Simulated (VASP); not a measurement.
# AlNi3 (Pm-3m) in VASP: single point with PBEsol

Aim: the single point of AlNi3 with PBEsol.

Program: VASP 6.6.1. These are calculated values, not measurements. Logs are shortened: lines on timing, memory, paths and dates and some standing lists are left out, and cuts for length are marked.

**1. The cell of the first run**

Symmetry: Pm-3m, No. 221, cubic system. The conventional cell has a = 3.519 Å, b = 3.519 Å, c = 3.519 Å, α = 90.00°, β = 90.00°, γ = 90.00°. Al (site symmetry m-3m) has 12 Ni at 2.49 Å within 3.3 Å. Within 3.3 Å of Ni (site symmetry 4/mmm) lie 4 Al at 2.49 Å and 8 Ni at 2.49 Å.

**2. Single point, PBEsol, collinear spin, ferromagnetic start**

The input, INCAR:

```
PREC = Accurate
ENCUT = 520
EDIFF = 1E-6
ISMEAR = 0
SIGMA = 0.1
LREAL = False
LASPH = True
NELM = 150
ALGO = Fast
ISIF = 2
LWAVE = False
LCHARG = False
ISPIN = 2
MAGMOM = 0 0.3 0.3 0.3
LORBIT = 11
LMAXMIX = 4
GGA = PS
NBANDS = 28
```

The input, KPOINTS:

```
Automatic mesh
0
Gamma
  12 12 12
```

The input, POSCAR:

```
AlNi3
1.0
    3.5191409170      0.0000000000      0.0000000000
    0.0000000000      3.5191409170      0.0000000000
    0.0000000000      0.0000000000      3.5191409170
Al Ni
1 3
Direct
    0.0000000000      0.0000000000      0.0000000000
    0.0000000000      0.5000000000      0.5000000000
    0.5000000000      0.0000000000      0.5000000000
    0.5000000000      0.5000000000      0.0000000000
```

Potentials or basis: VASP PAW PBE potentials, release 64 (Al, Ni).

Started as:

```console
cat potpaw_PBE.64/Al/POTCAR potpaw_PBE.64/Ni/POTCAR > POTCAR
mpirun -np 1 vasp_std > vasp.out
```

OUTCAR:

```text
PREC = Accurate
   ENCUT = 520
   EDIFF = 1E-6
   ISMEAR = 0
   LREAL = False
   LASPH = True
   NELM = 150
   ISIF = 2
   ISPIN = 2
   LORBIT = 11
   GGA = PS

 ion  position               nearest neighbor table
   1  0.000  0.000  0.000-   2 2.49   3 2.49   4 2.49   2 2.49   3 2.49   2 2.49   4 2.49   2 2.49
                             3 2.49   4 2.49   3 2.49   4 2.49
   2  0.000  0.500  0.500-   1 2.49   3 2.49   4 2.49   1 2.49   4 2.49   1 2.49   3 2.49   1 2.49
                             3 2.49   4 2.49   4 2.49   3 2.49
   3  0.500  0.000  0.500-   1 2.49   2 2.49   4 2.49   1 2.49   4 2.49   2 2.49   4 2.49   4 2.49
                             1 2.49   2 2.49   1 2.49   2 2.49
   4  0.500  0.500  0.000-   1 2.49   2 2.49   3 2.49   2 2.49   3 2.49   1 2.49   3 2.49   3 2.49
                             1 2.49   2 2.49   2 2.49   1 2.49

  LATTYP: Found a simple cubic cell.
 ALAT       =     3.5191409170

  Lattice vectors:

 A1 = (   3.5191409170,   0.0000000000,   0.0000000000)
 A2 = (   0.0000000000,   3.5191409170,   0.0000000000)
 A3 = (   0.0000000000,   0.0000000000,   3.5191409170)

Analysis of symmetry for initial positions (statically):
=====================================================================
 Subroutine PRICEL returns:
 Original cell was already a primitive cell.

 Routine SETGRP: Setting up the symmetry group for a
 simple cubic supercell.

 Subroutine GETGRP returns: Found 48 space group operations
 (whereof 48 operations were pure point group operations)
 out of a pool of 48 trial point group operations.

The static configuration has the point symmetry O_h .

Analysis of symmetry for dynamics (positions and initial velocities):
=====================================================================
 Subroutine PRICEL returns:
 Original cell was already a primitive cell.

 Routine SETGRP: Setting up the symmetry group for a
 simple cubic supercell.

 Subroutine GETGRP returns: Found 48 space group operations
 (whereof 48 operations were pure point group operations)
 out of a pool of 48 trial point group operations.

The dynamic configuration has the point symmetry O_h .

Analysis of structural, dynamic, and magnetic symmetry:
=====================================================================
 Subroutine PRICEL returns:
 Original cell was already a primitive cell.

 Routine SETGRP: Setting up the symmetry group for a
 simple cubic supercell.

[... 135 lines left out ...]
   AEXX    =    0.0000 exact exchange contribution
   IVDW    =     0    specifies the selected vdW correction
   LEPSILON=     F    determine dielectric tensor
   LRPA    =     F    only Hartree local field effects (RPA)
 spin polarized calculation
 RMM-DIIS sequential band-by-band and
 Gauss-broadening in eV      SIGMA  =   0.10
  energy-cutoff  :      520.00
  volume of cell :       43.58
 maximum number of plane-waves:      1208
 NGX is ok and might be reduce to    28
   NGX = 13   NGY = 13   NGZ = 13

 number of electron      32.9999980 magnetization       0.6613390

 Free energy of the ion-electron system (eV)
  ---------------------------------------------------
  ext. energy  EPLUGINS =         0.00000000
  ---------------------------------------------------
  free energy    TOTEN  =       -24.30040056 eV

  energy without entropy =      -24.28310311  energy(sigma->0) =      -24.29175183

 E-fermi :   9.8123     XC(G=0): -13.0216

 val. band max:        9.8048522594   @ k =   0.5000   0.3333   0.2500
 cond. band min:       9.8137671204   @ k =   0.5000   0.4167   0.4167
 fundamental gap:      0.0089148610
 Fermi energy:         9.8122696287

 spin component 1

 k-point     1 :       0.0000    0.0000    0.0000
  band No.  band energies     occupation
      1      -0.3848      1.00000
      2       5.3158      1.00000
      3       6.0022      1.00000
      4       6.0022      1.00000
      5       6.3759      1.00000
      6       6.3759      1.00000
[... 733 lines left out ...]
     27      23.5010      0.00000
     28      23.8427      0.00000

 [... further k-points ...]

 spin component 2

 k-point     1 :       0.0000    0.0000    0.0000
  band No.  band energies     occupation
      1      -0.4053      1.00000
      2       5.4020      1.00000
      3       6.1433      1.00000
      4       6.1433      1.00000
      5       6.6294      1.00000
      6       6.6294      1.00000
[... 733 lines left out ...]
     27      23.4873      0.00000
     28      23.8594      0.00000

 [... further k-points ...]

------------------------ aborting loop because EDIFF is reached ----------------------------------------

  FORCE on cell =-STRESS in cart. coord.  units (eV):
  Direction    XX          YY          ZZ          XY          YZ          ZX
  --------------------------------------------------------------------------------------
  -------------------------------------------------------------------------------------
  Total        0.0236452      0.0236452      0.0236452     -0.0000000     -0.0000000     -0.0000000
  in kB        0.8692471      0.8692471      0.8692471     -0.0000000     -0.0000000     -0.0000000
  external PRESSURE =       0.8692471 kB  Pullay stress =       0.0000000 kB

 VOLUME and BASIS-vectors are now :
 -----------------------------------------------------------------------------
  energy-cutoff  :      520.00
  volume of cell :       43.58
      direct lattice vectors                 reciprocal lattice vectors
     3.519140917  0.000000000  0.000000000     0.284160261  0.000000000  0.000000000
     0.000000000  3.519140917  0.000000000     0.000000000  0.284160261  0.000000000
     0.000000000  0.000000000  3.519140917     0.000000000  0.000000000  0.284160261

 POSITION                                       TOTAL-FORCE (eV/Angst)
 -----------------------------------------------------------------------------------
      0.00000      0.00000      0.00000         0.000000      0.000000      0.000000
      0.00000      1.75957      1.75957         0.000000      0.000000      0.000000
      1.75957      0.00000      1.75957         0.000000      0.000000      0.000000
      1.75957      1.75957      0.00000         0.000000      0.000000      0.000000
 -----------------------------------------------------------------------------------
    total drift:                                0.000000      0.000000      0.000000

  FREE ENERGIE OF THE ION-ELECTRON SYSTEM (eV)
  ---------------------------------------------------
  free  energy   TOTEN  =       -24.3004005588 eV

  energy  without entropy=      -24.2831031101  energy(sigma->0) =      -24.29175183

 total charge

# of ion       s       p       d       tot
------------------------------------------
    1        0.410   0.406   0.000   0.815
    2        0.512   0.553   8.398   9.462
    3        0.512   0.553   8.398   9.462
    4        0.512   0.553   8.398   9.462
--------------------------------------------------
tot          1.946   2.064  25.193  29.203

 magnetization (x)

# of ion       s       p       d       tot
------------------------------------------
    1       -0.001  -0.007   0.000  -0.008
    2       -0.003  -0.008   0.244   0.233
    3       -0.003  -0.008   0.244   0.233
    4       -0.003  -0.008   0.244   0.233
--------------------------------------------------
tot         -0.009  -0.033   0.733   0.691
```

OSZICAR:

```text
N       E                     dE             d eps       ncg     rms          rms(c)
DAV:   1     0.192240451630E+03    0.19224E+03   -0.13660E+04  9664   0.151E+03
DAV:   2    -0.166052220297E+02   -0.20885E+03   -0.19272E+03  9448   0.293E+02
DAV:   3    -0.289635316407E+02   -0.12358E+02   -0.11525E+02 10456   0.891E+01
DAV:   4    -0.291867720116E+02   -0.22324E+00   -0.22284E+00 10672   0.115E+01
DAV:   5    -0.291950154061E+02   -0.82434E-02   -0.82426E-02 11136   0.197E+00    0.212E+01
RMM:   6    -0.299267377841E+02   -0.73172E+00   -0.38334E+01 10777   0.638E+01    0.226E+01
RMM:   7    -0.243745721091E+02    0.55522E+01   -0.10608E+01 10160   0.336E+01    0.344E+00
RMM:   8    -0.243108537665E+02    0.63718E-01   -0.54302E-02 10217   0.169E+00    0.778E-01
RMM:   9    -0.242983285859E+02    0.12525E-01   -0.22781E-02 10744   0.104E+00    0.745E-01
RMM:  10    -0.242970595980E+02    0.12690E-02   -0.54595E-03 12532   0.534E-01    0.425E-01
RMM:  11    -0.242984011140E+02   -0.13415E-02   -0.17120E-03 11603   0.283E-01    0.430E-01
RMM:  12    -0.243001360025E+02   -0.17349E-02   -0.13932E-03 11231   0.281E-01    0.283E-01
RMM:  13    -0.243003937577E+02   -0.25776E-03   -0.66941E-04 11414   0.170E-01    0.853E-02
RMM:  14    -0.243003923193E+02    0.14384E-05   -0.19979E-04 12577   0.838E-02    0.157E-02
RMM:  15    -0.243004001366E+02   -0.78173E-05   -0.58571E-05 13211   0.402E-02    0.898E-03
RMM:  16    -0.243004005588E+02   -0.42220E-06   -0.54105E-06  8014   0.133E-02
   1 F= -.24300401E+02 E0= -.24291752E+02  d E =-.172974E-01  mag=     0.6553
```

stdout:

```text
POSCAR found type information on POSCAR AlNi
 POSCAR found :  2 types and       4 ions
 scaLAPACK will be used
 -----------------------------------------------------------------------------
|                                                                             |
|                                                                             |
|     You enforced a specific xc type in the INCAR file but a different       |
|     I HOPE YOU KNOW WHAT YOU ARE DOING!                                     |
|                                                                             |
 -----------------------------------------------------------------------------

 LDA part: xc-table for (Slater+PW92), standard interpolation
 POSCAR, INCAR and KPOINTS ok, starting setup
 FFT: planning ... GRIDC
 FFT: planning ... GRID_SOFT
 FFT: planning ... GRID
 WAVECAR not read
 entering main loop
WARNING in EDDRMM: call to ZHEGV failed, returncode =   8  4     27
```

It took 4.7 min on 1 thread of AMD EPYC 7R13, shared host; peak memory 0.25 GiB.

Results:

```
Free energy                                           : -24.3004 eV
Pressure                                              : 0.1 GPa
Net moment                                            : 0.66 μB per cell
Site moments                                          : Al -0.01; Ni +0.23 μB
Valence electrons inside the program's atomic spheres : Al 0.81; Ni 9.46
```

Caveat: the PAW data sets were made with another functional, which shifts forces and pressure a little.
